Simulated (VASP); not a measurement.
# CdF2 (Fm-3m) in VASP: notebook, part 3 of 3

VASP 6.6.1. Earlier steps stand in the parts before.

## Step 6: Single point, PBE

This run uses another cell than the first one, of 12.77 Å³/atom, 1.265 times its volume.

INCAR reads:

```
SYSTEM = CdF2
PREC = Accurate
ENCUT = 520
EDIFF = 1E-6
ISMEAR = 0
SIGMA = 0.02
LREAL = .False.
LASPH = .True.
NELM = 60
ALGO = Normal
ISIF = 2
LWAVE = .False.
LCHARG = .False.
GGA = PE
NBANDS = 20
```

KPOINTS reads:

```
regular mesh
0
Gamma
  8 8 8
  0 0 0
```

POSCAR reads:

```
CdF2
1.0
    0.0000000000      2.6757845641      2.6757845641
    2.6757845641      0.0000000000      2.6757845641
    2.6757845641      2.6757845641      0.0000000000
Cd F
1 2
Direct
    0.0000000000      0.0000000000      0.0000000000
    0.2500000000      0.2500000000      0.2500000000
    0.7500000000      0.7500000000      0.7500000000
```

Potentials or basis: VASP PAW PBE potentials, release 64 (Cd, F).

Command:

```sh
$ cat potpaw_PBE.64/Cd/POTCAR potpaw_PBE.64/F/POTCAR > POTCAR
$ mpirun -np 1 vasp_std > vasp.out
```

OUTCAR:

```text
SYSTEM = CdF2
   PREC = Accurate
   ENCUT = 520
   EDIFF = 1E-6
   ISMEAR = 0
   LREAL = .False.
   LASPH = .True.
   NELM = 60
   ISIF = 2
   GGA = PE

 ion  position               nearest neighbor table
   1  0.000  0.000  0.000-   3 2.32   3 2.32   3 2.32   2 2.32   3 2.32   2 2.32   2 2.32   2 2.32

   2  0.250  0.250  0.250-   1 2.32   1 2.32   1 2.32   1 2.32
   3  0.750  0.750  0.750-   1 2.32   1 2.32   1 2.32   1 2.32

  LATTYP: Found a face centered cubic cell.
 ALAT       =     5.3515691282

  Lattice vectors:

 A1 = (   0.0000000000,   2.6757845641,   2.6757845641)
 A2 = (   2.6757845641,   0.0000000000,   2.6757845641)
 A3 = (   2.6757845641,   2.6757845641,   0.0000000000)

Analysis of symmetry for initial positions (statically):
=====================================================================
 Subroutine PRICEL returns:
 Original cell was already a primitive cell.

 Routine SETGRP: Setting up the symmetry group for a
 face centered cubic supercell.

 Subroutine GETGRP returns: Found 48 space group operations
 (whereof 48 operations were pure point group operations)
 out of a pool of 48 trial point group operations.

The static configuration has the point symmetry O_h .

Analysis of symmetry for dynamics (positions and initial velocities):
=====================================================================
 Subroutine PRICEL returns:
 Original cell was already a primitive cell.

 Routine SETGRP: Setting up the symmetry group for a
 face centered cubic supercell.

 Subroutine GETGRP returns: Found 48 space group operations
 (whereof 48 operations were pure point group operations)
 out of a pool of 48 trial point group operations.

The dynamic configuration has the point symmetry O_h .

 Subroutine INISYM returns: Found 48 space group operations
 (whereof 48 operations are pure point group operations),
 and found     1 'primitive' translations

----------------------------------------------------------------------------------------

                                     Primitive cell

  volume of cell :      38.3163

  direct lattice vectors                    reciprocal lattice vectors
     0.000000000  2.675784564  2.675784564    -0.186861082  0.186861082  0.186861082
     2.675784564  0.000000000  2.675784564     0.186861082 -0.186861082  0.186861082
     2.675784564  2.675784564  0.000000000     0.186861082  0.186861082 -0.186861082

  length of vectors
     3.784130821  3.784130821  3.784130821     0.323652889  0.323652889  0.323652889

  position of ions in fractional coordinates (direct lattice)
     0.000000000  0.000000000  0.000000000
     0.250000000  0.250000000  0.250000000
     0.750000000  0.750000000  0.750000000

  ion indices of the primitive-cell ions
   primitive index   ion index
                 1           1
                 2           2
                 3           3

----------------------------------------------------------------------------------------

 KPOINTS: regular mesh

Automatic generation of k-mesh.
 Grid dimensions read from file:
 generate k-points for:    8    8    8

 Generating k-lattice:

  Cartesian coordinates                     Fractional coordinates (reciprocal lattice)
    -0.023357635  0.023357635  0.023357635     0.125000000  0.000000000  0.000000000
     0.023357635 -0.023357635  0.023357635     0.000000000  0.125000000  0.000000000
     0.023357635  0.023357635 -0.023357635     0.000000000  0.000000000  0.125000000

  Length of vectors
     0.040456611  0.040456611  0.040456611

  Shift w.r.t. Gamma in fractional coordinates (k-lattice)
     0.000000000  0.000000000  0.000000000

 Subroutine IBZKPT returns following result:
 ===========================================

 Found     29 irreducible k-points:

 Following reciprocal coordinates:
            Coordinates               Weight
  0.000000  0.000000  0.000000      1.000000
  0.125000  0.000000  0.000000      8.000000
  0.250000  0.000000  0.000000      8.000000
  0.375000  0.000000  0.000000      8.000000
  0.500000  0.000000  0.000000      4.000000
  0.125000  0.125000  0.000000      6.000000
[... 16 lines left out ...]
  0.500000  0.250000  0.125000     48.000000
 -0.375000  0.250000  0.125000     24.000000
 [... further k-points ...]
   k-points           NKPTS =     29   k-points in BZ     NKDIM =     29   number of bands    NBANDS=     20
   number of dos      NEDOS =    301   number of ions     NIONS =      3
   total plane-waves  NPLWV =  21952
   dimension x,y,z NGX =    28 NGY =   28 NGZ =   28
   dimension x,y,z NGXF=    56 NGYF=   56 NGZF=   56
   ions per type =               1   2
   NGX,Y,Z   is equivalent  to a cutoff of  12.30, 12.30, 12.30 a.u.
   NGXF,Y,Z  is equivalent  to a cutoff of  24.60, 24.60, 24.60 a.u.
 SYSTEM =  CdF2
   PREC   = accura    normal or accurate (medium, high low for compatibility)
   ISTART =      0    job   : 0-new  1-cont  2-samecut
   ICHARG =      2    charge: 1-file 2-atom 10-const
   ISPIN  =      1    spin polarized calculation?
   LNONCOLLINEAR =      F non collinear calculations
   LSORBIT =      F    spin-orbit coupling
   LASPH  =      T    aspherical Exc in radial PAW
   ENCUT  =  520.0 eV  38.22 Ry    6.18 a.u.   7.04  7.04  7.04*2*pi/ulx,y,z
   NELM   =     60;   NELMIN=  2; NELMDL= -5     # of ELM steps
   EDIFF  = 0.1E-05   stopping-criterion for ELM
   LREAL  =      F    real-space projection
   EDIFFG = 0.1E-04   stopping-criterion for IOM
   NSW    =      0    number of steps for IOM
   IBRION =     -1    ionic relax: 0-MD 1-quasi-New 2-CG
   NFREE  =      0    steps in history (QN), initial steepest desc. (CG)
   ISIF   =      2    stress and relaxation
   ISYM   =      2    0-nonsym 1-usesym 2-fastsym
   POTIM  = 0.5000    time-step for ionic-motion
   TEBEG  =    0.0;   TEEND  =   0.0 temperature during run
   PSTRESS=    0.0 pullay stress
   NELECT =      26.0000    total number of electrons
   NUPDOWN=      -1.0000    fix difference up-down
   EMIN   =  10.00;   EMAX   =-10.00  energy-range for DOS
   EFERMI =   0.00;   METHOD = LEGACY
   ISMEAR =     0;   SIGMA  =   0.02  broadening in eV -4-tet -1-fermi 0-gaus
   EFERMI_NEDOS =   21; number of points for ismear=-14 and -15
   IALGO  =     38    algorithm
   IMIX   =      4    mixing-type and parameters
     AMIX     =   0.40;   BMIX     =  1.00
     AMIX_MAG =   1.60;   BMIX_MAG =  1.00
  volume/ion in A,a.u.               =      12.77        86.19
  Fermi-wavevector in a.u.,A,eV,Ry     =   1.438594  2.718548 28.157960  2.069552
  Thomas-Fermi vector in A             =   2.557543
   LORBIT       =      0    0 simple, 1 ext, 2 COOP (PROOUT), +10 PAW based schemes
   GGA     = PE    functional components
   LHFCALC =     F    Hartree Fock is set to
   AEXX    =    0.0000 exact exchange contribution
   IVDW    =     0    specifies the selected vdW correction
   LEPSILON=     F    determine dielectric tensor
   LRPA    =     F    only Hartree local field effects (RPA)
 non-spin polarized calculation
 Gauss-broadening in eV      SIGMA  =   0.02
  energy-cutoff  :      520.00
  volume of cell :       38.32
 maximum number of plane-waves:      1056
   NGX = 15   NGY = 15   NGZ = 15

 number of electron      26.0000004 magnetization

 Free energy of the ion-electron system (eV)
  ---------------------------------------------------
  ext. energy  EPLUGINS =         0.00000000
  ---------------------------------------------------
  free energy    TOTEN  =       -10.82077520 eV

  energy without entropy =      -10.82077520  energy(sigma->0) =      -10.82077520

 E-fermi :  -0.9861     XC(G=0): -10.5234

 val. band max:       -1.1548166487   @ k =  -0.2500   0.5000   0.2500
 cond. band min:       1.9859102998   @ k =   0.0000   0.0000   0.0000
 fundamental gap:      3.1407269486
 Fermi energy:        -0.9861492537

 k-point     1 :       0.0000    0.0000    0.0000
  band No.  band energies     occupation
      1     -22.0760      2.00000
      2     -20.9137      2.00000
      3      -6.8373      2.00000
      4      -6.8373      2.00000
      5      -6.8373      2.00000
      6      -5.5382      2.00000
[... 12 lines left out ...]
     19      18.8904      0.00000
     20      18.8904      0.00000
[... 507 lines left out ...]
 k-point    24 :      -0.3750    0.2500    0.1250
  band No.  band energies     occupation
      1     -21.4798      2.00000
      2     -21.4394      2.00000
      3      -6.3645      2.00000
      4      -6.2382      2.00000
      5      -5.6127      2.00000
      6      -5.5808      2.00000
[... 12 lines left out ...]
     19      17.7069      0.00000
     20      21.2964      0.00000

 [... further k-points ...]
[... 5 lines left out ...]
  --------------------------------------------------------------------------------------
  -------------------------------------------------------------------------------------
  Total        2.1140512      2.1140512      2.1140512      0.0000000      0.0000000      0.0000000
  in kB       88.3980446     88.3980446     88.3980446      0.0000000      0.0000000      0.0000000
  external PRESSURE =      88.3980446 kB  Pullay stress =       0.0000000 kB

 VOLUME and BASIS-vectors are now :
 -----------------------------------------------------------------------------
  energy-cutoff  :      520.00
  volume of cell :       38.32
      direct lattice vectors                 reciprocal lattice vectors
     0.000000000  2.675784564  2.675784564    -0.186861082  0.186861082  0.186861082
     2.675784564  0.000000000  2.675784564     0.186861082 -0.186861082  0.186861082
     2.675784564  2.675784564  0.000000000     0.186861082  0.186861082 -0.186861082

 POSITION                                       TOTAL-FORCE (eV/Angst)
 -----------------------------------------------------------------------------------
      0.00000      0.00000      0.00000        -0.000000      0.000000      0.000000
      1.33789      1.33789      1.33789        -0.000000     -0.000000     -0.000000
      4.01368      4.01368      4.01368         0.000000      0.000000      0.000000
 -----------------------------------------------------------------------------------
    total drift:                                0.000000      0.000000      0.000000

  FREE ENERGIE OF THE ION-ELECTRON SYSTEM (eV)
  ---------------------------------------------------
  free  energy   TOTEN  =       -10.8207751964 eV

  energy  without entropy=      -10.8207751964  energy(sigma->0) =      -10.82077520
```

OSZICAR:

```text
N       E                     dE             d eps       ncg     rms          rms(c)
DAV:   1     0.197183366280E+03    0.19718E+03   -0.15644E+04  1184   0.133E+03
DAV:   2    -0.436981404973E+01   -0.20155E+03   -0.19419E+03  1252   0.346E+02
DAV:   3    -0.124687278391E+02   -0.80989E+01   -0.80746E+01  1328   0.759E+01
DAV:   4    -0.125016639591E+02   -0.32936E-01   -0.32935E-01  1252   0.502E+00
DAV:   5    -0.125017820015E+02   -0.11804E-03   -0.11804E-03  1332   0.269E-01    0.106E+01
DAV:   6    -0.107891292961E+02    0.17127E+01   -0.38923E+00  1448   0.366E+01    0.772E+00
DAV:   7    -0.108342106596E+02   -0.45081E-01   -0.86916E-01  1184   0.845E+00    0.440E+00
DAV:   8    -0.108281202142E+02    0.60904E-02   -0.12553E-01  1200   0.341E+00    0.688E-01
DAV:   9    -0.108200925156E+02    0.80277E-02   -0.30891E-02  1396   0.227E+00    0.846E-02
DAV:  10    -0.108206591778E+02   -0.56666E-03   -0.27760E-03  1184   0.568E-01    0.117E-01
DAV:  11    -0.108207543516E+02   -0.95174E-04   -0.10474E-04  1272   0.982E-02    0.342E-02
DAV:  12    -0.108207736707E+02   -0.19319E-04   -0.28005E-05  1180   0.483E-02    0.180E-02
DAV:  13    -0.108207753969E+02   -0.17262E-05   -0.62306E-06  1252   0.202E-02    0.296E-03
DAV:  14    -0.108207751964E+02    0.20047E-06   -0.50075E-07  1016   0.880E-03
   1 F= -.10820775E+02 E0= -.10820775E+02  d E =-.171224E-34
```

stdout:

```text
POSCAR found type information on POSCAR CdF
 POSCAR found :  2 types and       3 ions
 scaLAPACK will be used
 LDA part: xc-table for (Slater+PW92), standard interpolation
 POSCAR, INCAR and KPOINTS ok, starting setup
 FFT: planning ... GRIDC
 FFT: planning ... GRID_SOFT
 FFT: planning ... GRID
 WAVECAR not read
 entering main loop
```

It took 14 s on 1 thread of AMD EPYC 9R45 (Zen 5), shared host; peak memory 0.13 GiB.

Results:

* Free energy: -10.8208 eV
* Pressure: 8.8 GPa
* Band gap on the k mesh: 3.14 eV, indirect (least direct gap 3.61 eV)

Levels at points of the mesh, in eV from the valence-band top:
| k point | band 10 | band 11 | band 12 | band 13 | band 14 | band 15 | band 16 | band 17 |
| --- | --- | --- | --- | --- | --- | --- | --- | --- |
| (0.00, 0.00, 0.00) | -1.02 | -0.47 | -0.47 | -0.47 | 3.14 | 12.80 | 12.80 | 12.80 |
| (0.50, 0.00, 0.00) | -1.92 | -1.92 | -0.38 | -0.38 | 7.33 | 9.23 | 14.68 | 14.68 |
| (0.50, 0.50, 0.00) | -3.07 | -0.54 | -0.09 | -0.09 | 8.17 | 9.77 | 11.96 | 14.47 |

## Step 7: Summary

| cell | gap on the mesh (eV) | pressure (GPa) |
| --- | --- | --- |
| a = 3.499 Å, angles 60.0°, 3 atoms | 4.00 | 63.2 |
| a = 3.627 Å, angles 60.0°, 3 atoms | 3.60 | 31.8 |
| a = 3.723 Å, angles 60.0°, 3 atoms | 3.31 | 16.2 |
| a = 3.784 Å, angles 60.0°, 3 atoms | 3.14 | 8.8 |

Alike in all rows: task single point; level PBE; potentials or basis VASP PAW PBE potentials, release 64 (Cd, F); no spin polarisation; k mesh 8 × 8 × 8; cutoff (eV) 520; smearing gaussian 0.02 eV.

Absolute energies hang on the potentials; compare differences alone.
